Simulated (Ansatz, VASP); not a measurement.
# Cu: VASP beside Ansatz

```xyz
1
Lattice="0.0000 1.7887 1.7887 1.7887 0.0000 1.7887 1.7887 1.7887 0.0000" Properties=species:S:1:pos:R:3 pbc="T T T"
Cu    0.0000    0.0000    0.0000
```

Alike in both runs: task relaxation of cell and atoms; functional PBEsol; k mesh 20 × 20 × 20; occupations gaussian, width 0.1 eV; no spin polarisation.

```csv
,VASP,Ansatz
version,VASP 6.6.1,Ansatz 0.2.0
potentials or method,"VASP PAW PBE potentials, release 64 (Cu), cutoff 600 eV","scalar-relativistic, plane waves, PAW"
valence electrons in the cell,11,19
```

```csv
,VASP,Ansatz,Ansatz less VASP
"gap on the k mesh at the Fermi level, each at its own relaxed structure (eV)",none,none,-
relaxed volume (Å³/atom),11.37,11.31,-0.060
relaxed cell length with the largest relative difference (Å),2.524,2.520,-0.0044
```

VASP's potentials were made for PBE, not for PBEsol. A gap of «none» marks a metal or a gap that the smearing closes. VASP's potentials hold 11 valence electrons a cell and Ansatz's 19, so a difference there can come from the potentials and not from the codes.
